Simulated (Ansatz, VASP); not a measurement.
## One calculation of C, two programs

```
C
1.0
     4.28731    0.00000    0.00000
    -2.14365    3.71292    0.00000
     0.00000    0.00000    3.63051
C
9
Direct
  0.72210 0.25470 0.55269
  0.74530 0.46740 0.21936
  0.53260 0.27790 0.88602
  0.25470 0.72210 0.44731
  0.46740 0.74530 0.78064
  0.27790 0.53260 0.11398
  0.85575 0.00000 0.66667
  0.00000 0.85575 0.33333
  0.14425 0.14425 0.00000
```

Alike in both runs: task relaxation of cell and atoms; functional PBE; k mesh 12 × 12 × 10; occupations gaussian, width 0.1 eV; no spin polarisation.

```csv
,VASP,Ansatz
version,VASP 6.6.1,Ansatz 0.2.0
potentials or method,"VASP PAW PBE potentials, release 64 (C), cutoff 600 eV","scalar-relativistic, plane waves, PAW"
valence electrons in the cell,36,36
```

Ansatz gave:

```
gap on the k mesh at the Fermi level, each at its own relaxed structure (eV) : none
relaxed volume (Å³/atom)                                                     : 6.42
relaxed cell length with the largest relative difference (Å)                 : 4.290
```

Which values does VASP return?

gap on the k mesh at the Fermi level, each at its own relaxed structure (eV): none; relaxed volume (Å³/atom): 6.42; relaxed cell length with the largest relative difference (Å): 4.289.

A gap of «none» marks a metal or a gap that the smearing closes.
